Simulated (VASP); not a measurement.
# Cs3Cu (Pm-3m) in VASP: a series of runs

Runs on Cs3Cu. Level: PBE. Tasks: single point, relaxation of cell and atoms.

Everything below comes from runs of VASP 6.6.1. Logs are shortened: lines on timing, memory, paths and dates and some standing lists are left out, and cuts for length are marked.

## Step 1: The cell of the first run

It takes space group Pm-3m (No. 221, cubic). The conventional cell has a = 6.467 Å, b = 6.467 Å, c = 6.467 Å, α = 90.00°, β = 90.00°, γ = 90.00°.

## Step 2: Single point, PBE

Input file INCAR:

```
SYSTEM = Cs3Cu
PREC = Accurate
ENCUT = 520
EDIFF = 1E-6
ISMEAR = 0
SIGMA = 0.1
LREAL = .FALSE.
LASPH = .TRUE.
NELM = 80
ALGO = Normal
ISIF = 2
LWAVE = .FALSE.
LCHARG = .FALSE.
GGA = PE
NBANDS = 27
```

Input file KPOINTS:

```
regular mesh
0
G
  4 4 4
  0 0 0
```

Input file POSCAR:

```
Cs3Cu
1.0
    6.4668734685      0.0000000000      0.0000000000
    0.0000000000      6.4668734685      0.0000000000
    0.0000000000      0.0000000000      6.4668734685
Cs Cu
3 1
Direct
    0.0000000000      0.5000000000      0.5000000000
    0.5000000000      0.0000000000      0.5000000000
    0.5000000000      0.5000000000      0.0000000000
    0.0000000000      0.0000000000      0.0000000000
```

Potentials or basis: VASP PAW PBE potentials, release 64 (Cs_sv, Cu).

On the command line:

```sh
$ cat potpaw_PBE.64/Cs_sv/POTCAR potpaw_PBE.64/Cu/POTCAR > POTCAR
$ mpirun -np 1 vasp_std > vasp.out
```

OUTCAR:

```text
SYSTEM = Cs3Cu
   PREC = Accurate
   ENCUT = 520
   EDIFF = 1E-6
   ISMEAR = 0
   LREAL = .FALSE.
   LASPH = .TRUE.
   NELM = 80
   ISIF = 2
   GGA = PE

 ion  position               nearest neighbor table
   1  0.000  0.500  0.500-
   2  0.500  0.000  0.500-
   3  0.500  0.500  0.000-
   4  0.000  0.000  0.000-

  LATTYP: Found a simple cubic cell.
 ALAT       =     6.4668734685

  Lattice vectors:

 A1 = (   6.4668734685,   0.0000000000,   0.0000000000)
 A2 = (   0.0000000000,   6.4668734685,   0.0000000000)
 A3 = (   0.0000000000,   0.0000000000,   6.4668734685)

Analysis of symmetry for initial positions (statically):
=====================================================================
 Subroutine PRICEL returns:
 Original cell was already a primitive cell.

 Routine SETGRP: Setting up the symmetry group for a
 simple cubic supercell.

 Subroutine GETGRP returns: Found 48 space group operations
 (whereof 48 operations were pure point group operations)
 out of a pool of 48 trial point group operations.

The static configuration has the point symmetry O_h .

Analysis of symmetry for dynamics (positions and initial velocities):
=====================================================================
 Subroutine PRICEL returns:
 Original cell was already a primitive cell.

 Routine SETGRP: Setting up the symmetry group for a
 simple cubic supercell.

 Subroutine GETGRP returns: Found 48 space group operations
 (whereof 48 operations were pure point group operations)
 out of a pool of 48 trial point group operations.

The dynamic configuration has the point symmetry O_h .

 Subroutine INISYM returns: Found 48 space group operations
 (whereof 48 operations are pure point group operations),
 and found     1 'primitive' translations

----------------------------------------------------------------------------------------

                                     Primitive cell

  volume of cell :     270.4476

  direct lattice vectors                    reciprocal lattice vectors
     6.466873469  0.000000000  0.000000000     0.154634230  0.000000000  0.000000000
     0.000000000  6.466873469  0.000000000     0.000000000  0.154634230  0.000000000
     0.000000000  0.000000000  6.466873469     0.000000000  0.000000000  0.154634230

  length of vectors
     6.466873469  6.466873469  6.466873469     0.154634230  0.154634230  0.154634230

  position of ions in fractional coordinates (direct lattice)
     0.000000000  0.500000000  0.500000000
     0.500000000  0.000000000  0.500000000
     0.500000000  0.500000000  0.000000000
     0.000000000  0.000000000  0.000000000

  ion indices of the primitive-cell ions
   primitive index   ion index
                 1           1
                 2           2
                 3           3
                 4           4

----------------------------------------------------------------------------------------

 KPOINTS: regular mesh

Automatic generation of k-mesh.
 Grid dimensions read from file:
 generate k-points for:    4    4    4

 Generating k-lattice:

  Cartesian coordinates                     Fractional coordinates (reciprocal lattice)
     0.038658558  0.000000000  0.000000000     0.250000000  0.000000000  0.000000000
     0.000000000  0.038658558  0.000000000     0.000000000  0.250000000  0.000000000
     0.000000000  0.000000000  0.038658558     0.000000000  0.000000000  0.250000000

  Length of vectors
     0.038658558  0.038658558  0.038658558

  Shift w.r.t. Gamma in fractional coordinates (k-lattice)
     0.000000000  0.000000000  0.000000000

 Subroutine IBZKPT returns following result:
 ===========================================

 Found     10 irreducible k-points:

 Following reciprocal coordinates:
            Coordinates               Weight
  0.000000  0.000000  0.000000      1.000000
  0.250000  0.000000  0.000000      6.000000
  0.500000  0.000000  0.000000      3.000000
  0.250000  0.250000  0.000000     12.000000
  0.500000  0.250000  0.000000     12.000000
  0.500000  0.500000  0.000000      3.000000
  0.250000  0.250000  0.250000      8.000000
  0.500000  0.250000  0.250000     12.000000
  0.500000  0.500000  0.250000      6.000000
  0.500000  0.500000  0.500000      1.000000
   k-points           NKPTS =     10   k-points in BZ     NKDIM =     10   number of bands    NBANDS=     27
   number of dos      NEDOS =    301   number of ions     NIONS =      4
   total plane-waves  NPLWV = 110592
   dimension x,y,z NGX =    48 NGY =   48 NGZ =   48
   dimension x,y,z NGXF=    96 NGYF=   96 NGZF=   96
   ions per type =               3   1
   NGX,Y,Z   is equivalent  to a cutoff of  12.34, 12.34, 12.34 a.u.
   NGXF,Y,Z  is equivalent  to a cutoff of  24.68, 24.68, 24.68 a.u.
 SYSTEM =  Cs3Cu
   PREC   = accura    normal or accurate (medium, high low for compatibility)
   ISTART =      0    job   : 0-new  1-cont  2-samecut
   ICHARG =      2    charge: 1-file 2-atom 10-const
   ISPIN  =      1    spin polarized calculation?
   LNONCOLLINEAR =      F non collinear calculations
   LSORBIT =      F    spin-orbit coupling
   LASPH  =      T    aspherical Exc in radial PAW
   ENCUT  =  520.0 eV  38.22 Ry    6.18 a.u.  12.02 12.02 12.02*2*pi/ulx,y,z
   NELM   =     80;   NELMIN=  2; NELMDL= -5     # of ELM steps
   EDIFF  = 0.1E-05   stopping-criterion for ELM
   LREAL  =      F    real-space projection
   EDIFFG = 0.1E-04   stopping-criterion for IOM
   NSW    =      0    number of steps for IOM
   IBRION =     -1    ionic relax: 0-MD 1-quasi-New 2-CG
   NFREE  =      0    steps in history (QN), initial steepest desc. (CG)
   ISIF   =      2    stress and relaxation
   ISYM   =      2    0-nonsym 1-usesym 2-fastsym
   POTIM  = 0.5000    time-step for ionic-motion
   TEBEG  =    0.0;   TEEND  =   0.0 temperature during run
   PSTRESS=    0.0 pullay stress
   NELECT =      38.0000    total number of electrons
   NUPDOWN=      -1.0000    fix difference up-down
   EMIN   =  10.00;   EMAX   =-10.00  energy-range for DOS
   EFERMI =   0.00;   METHOD = LEGACY
   ISMEAR =     0;   SIGMA  =   0.10  broadening in eV -4-tet -1-fermi 0-gaus
   EFERMI_NEDOS =   21; number of points for ismear=-14 and -15
   IALGO  =     38    algorithm
   IMIX   =      4    mixing-type and parameters
     AMIX     =   0.40;   BMIX     =  1.00
     AMIX_MAG =   1.60;   BMIX_MAG =  1.00
  volume/ion in A,a.u.               =      67.61       456.27
  Fermi-wavevector in a.u.,A,eV,Ry     =   0.851089  1.608325  9.855415  0.724353
  Thomas-Fermi vector in A             =   1.967168
   LORBIT       =      0    0 simple, 1 ext, 2 COOP (PROOUT), +10 PAW based schemes
   GGA     = PE    functional components
   LHFCALC =     F    Hartree Fock is set to
   AEXX    =    0.0000 exact exchange contribution
   IVDW    =     0    specifies the selected vdW correction
   LEPSILON=     F    determine dielectric tensor
   LRPA    =     F    only Hartree local field effects (RPA)
 non-spin polarized calculation
 Gauss-broadening in eV      SIGMA  =   0.10
  energy-cutoff  :      520.00
  volume of cell :      270.45
 maximum number of plane-waves:      7316
   NGX = 25   NGY = 25   NGZ = 25

 number of electron      38.0000010 magnetization

 Free energy of the ion-electron system (eV)
  ---------------------------------------------------
  ext. energy  EPLUGINS =         0.00000000
  ---------------------------------------------------
  free energy    TOTEN  =        -4.85969765 eV

  energy without entropy =       -4.84686878  energy(sigma->0) =       -4.85328321

 E-fermi :   1.5359     XC(G=0):  -6.5298

 val. band max:        1.3911186929   @ k =   0.5000   0.5000   0.0000
 cond. band min:       1.5765837041   @ k =   0.5000   0.5000   0.2500
 fundamental gap:      0.1854650111
 Fermi energy:         1.5358953891

 k-point     1 :       0.0000    0.0000    0.0000
  band No.  band energies     occupation
      1     -22.4253      2.00000
      2     -22.3624      2.00000
      3     -22.3624      2.00000
      4      -9.4554      2.00000
      5      -9.4554      2.00000
      6      -9.4554      2.00000
[... 19 lines left out ...]
     26       3.3384      0.00000
     27       3.3384      0.00000

 k-point     2 :       0.2500    0.0000    0.0000
  band No.  band energies     occupation
      1     -22.4173      2.00000
      2     -22.3704      2.00000
      3     -22.3623      2.00000
      4      -9.4209      2.00000
      5      -9.4209      2.00000
      6      -9.4011      2.00000
[... 19 lines left out ...]
     26       3.4533      0.00000
     27       3.4533      0.00000

 k-point     3 :       0.5000    0.0000    0.0000
  band No.  band energies     occupation
      1     -22.4043      2.00000
      2     -22.3833      2.00000
      3     -22.3622      2.00000
      4      -9.3740      2.00000
      5      -9.3740      2.00000
      6      -9.2603      2.00000
[... 19 lines left out ...]
     26       3.7162      0.00000
     27       3.7205      0.00000

 k-point     4 :       0.2500    0.2500    0.0000
  band No.  band energies     occupation
      1     -22.4102      2.00000
      2     -22.3728      2.00000
      3     -22.3669      2.00000
      4      -9.4491      2.00000
      5      -9.3840      2.00000
      6      -9.3146      2.00000
[... 19 lines left out ...]
     26       3.5981      0.00000
     27       3.6121      0.00000
[... 96 lines left out ...]
      4      -9.5175      2.00000
      5      -9.3592      2.00000
      6      -9.3355      2.00000
[... 19 lines left out ...]
     26       3.6861      0.00000
     27       3.8100      0.00000

 k-point     9 :       0.5000    0.5000    0.2500
  band No.  band energies     occupation
      1     -22.3831      2.00000
      2     -22.3831      2.00000
      3     -22.3831      2.00000
      4      -9.5674      2.00000
      5      -9.4043      2.00000
      6      -9.3456      2.00000
[... 19 lines left out ...]
     26       3.9960      0.00000
     27       3.9961      0.00000

 k-point    10 :       0.5000    0.5000    0.5000
  band No.  band energies     occupation
      1     -22.3830      2.00000
      2     -22.3830      2.00000
      3     -22.3830      2.00000
      4      -9.6392      2.00000
      5      -9.4027      2.00000
      6      -9.4027      2.00000
[... 19 lines left out ...]
     26       4.1229      0.00000
     27       4.1230      0.00000

------------------------ aborting loop because EDIFF is reached ----------------------------------------

  FORCE on cell =-STRESS in cart. coord.  units (eV):
  Direction    XX          YY          ZZ          XY          YZ          ZX
  --------------------------------------------------------------------------------------
  -------------------------------------------------------------------------------------
  Total        0.0137331      0.0137331      0.0137331      0.0000000      0.0000000     -0.0000000
  in kB        0.0813569      0.0813569      0.0813569      0.0000000      0.0000000     -0.0000000
  external PRESSURE =       0.0813569 kB  Pullay stress =       0.0000000 kB

 VOLUME and BASIS-vectors are now :
 -----------------------------------------------------------------------------
  energy-cutoff  :      520.00
  volume of cell :      270.45
      direct lattice vectors                 reciprocal lattice vectors
     6.466873469  0.000000000  0.000000000     0.154634230  0.000000000  0.000000000
     0.000000000  6.466873469  0.000000000     0.000000000  0.154634230  0.000000000
     0.000000000  0.000000000  6.466873469     0.000000000  0.000000000  0.154634230

 POSITION                                       TOTAL-FORCE (eV/Angst)
 -----------------------------------------------------------------------------------
      0.00000      3.23344      3.23344         0.000000      0.000000      0.000000
      3.23344      0.00000      3.23344         0.000000      0.000000      0.000000
      3.23344      3.23344      0.00000         0.000000      0.000000      0.000000
      0.00000      0.00000      0.00000         0.000000      0.000000      0.000000
 -----------------------------------------------------------------------------------
    total drift:                               -0.000000     -0.000000     -0.000000

  FREE ENERGIE OF THE ION-ELECTRON SYSTEM (eV)
  ---------------------------------------------------
  free  energy   TOTEN  =        -4.8596976468 eV

  energy  without entropy=       -4.8468687766  energy(sigma->0) =       -4.85328321
```

It took 48 s on 1 thread of AMD EPYC 9R45 (Zen 5), shared host; peak memory 0.31 GiB.

Results:

| Property | Result |
| --- | --- |
| Free energy | -4.8597 eV |
| Pressure | 0.0 GPa |
| Band gap on the k mesh | zero (band 19 reaches 1.81 eV, above the bottom of band 20 at 1.39 eV) |

Caveat: spin-orbit coupling is left out, which moves the levels of the heavy elements.

## Step 3: Relaxation of cell and atoms, PBE

This run uses another cell than the first one, of 36.44 Å³/atom, 0.539 times its volume.

Input file INCAR:

```
SYSTEM = Cs3Cu
PREC     = Accurate       ! precision mode
ENCUT    = 600            ! plane-wave cutoff, eV
EDIFF    = 1E-6           ! SCF threshold, eV
ISMEAR   = 0              ! smearing method
SIGMA    = 0.1            ! smearing width, eV
LREAL    = .FALSE.        ! projectors in reciprocal space
LASPH    = .TRUE.         ! aspherical terms in the spheres
NELM     = 60             ! most SCF steps
ALGO     = Normal         ! electronic algorithm
ISIF     = 3              ! what is computed and relaxed
LWAVE    = .FALSE.        ! write WAVECAR
LCHARG   = .FALSE.        ! write CHGCAR
GGA      = PE             ! functional
IBRION   = 2              ! ionic algorithm
NSW      = 90             ! ionic steps
EDIFFG   = -0.04          ! ionic threshold
```

KPOINTS is that of step 2.

Input file POSCAR:

```
Cs3Cu
1.0
    5.2629100699      0.0000000000      0.0000000000
    0.0000000000      5.2629100699      0.0000000000
    0.0000000000      0.0000000000      5.2629100699
Cs Cu
3 1
Direct
    0.0000000000      0.5000000000      0.5000000000
    0.5000000000      0.0000000000      0.5000000000
    0.5000000000      0.5000000000      0.0000000000
    0.0000000000      0.0000000000      0.0000000000
```

Potentials or basis: VASP PAW PBE potentials, release 64 (Cs_sv, Cu).

On the command line:

```sh
$ cat potpaw_PBE.64/Cs_sv/POTCAR potpaw_PBE.64/Cu/POTCAR > POTCAR
$ mpirun -np 1 vasp_std > vasp.out
```

Run time: 2.1 min. Hardware: 1 thread of AMD EPYC 9R45 (Zen 5), shared host; peak memory 0.25 GiB.

It converged, with:

```yaml
Free_energy: -4.8315 eV
Relaxed_volume: 66.96 Å³/atom
Relaxed_cell: a = 6.446 Å, b = 6.446 Å, c = 6.446 Å, α = 90.00°, β = 90.00°, γ = 90.00°
Space_group_after_relaxing_to_0.05_Å: Pm-3m (No. 221)
Energy_gained_by_relaxing: 322.9 meV/atom
Ionic_steps: 5
Pressure_after_relaxing: 0.0 GPa
Band_gap_on_the_k_mesh: zero (band 19 reaches 1.84 eV, above the bottom of band 20 at 1.43 eV)
```

The path:
```
step  energy change (eV)  largest force (eV/Å)  pressure (GPa)  volume (Å³)
   1              0.0000                0.0000            5.05       145.77
   2             -0.6326                0.0000            2.98       171.38
   3             -1.2559                0.0000            0.44       239.89
   4             -1.2891                0.0000            0.10       260.22
   5             -1.2915                0.0000            0.00       267.85
```

Final structure:
```
Cs Cu
1.0
     6.44611    0.00000    0.00000
     0.00000    6.44611    0.00000
     0.00000    0.00000    6.44611
Cs Cu
3 1
Direct
  0.00000 0.50000 0.50000
  0.50000 0.00000 0.50000
  0.50000 0.50000 0.00000
  0.00000 0.00000 0.00000
```

Levels at points of the mesh, in eV from the Fermi level:
```tsv
k point	band 16	band 17	band 18	band 19	band 20	band 21	band 22	band 23
(0.00, 0.00, 0.00)	-1.78	-1.78	-1.78	-0.90	0.77	0.77	1.15	1.15
(0.50, 0.00, 0.00)	-1.77	-1.77	-1.76	-1.00	0.25	0.96	0.96	1.40
(0.50, 0.50, 0.00)	-1.77	-1.77	-1.76	-0.14	-0.14	0.38	0.78	1.55
(0.50, 0.50, 0.50)	-1.80	-1.76	-1.76	0.27	0.27	0.27	1.02	1.02
```

Caveat: the volume moved by over 15 % at a fixed basis, so the end points are rough; spin-orbit coupling is left out, which moves the levels of the heavy elements.
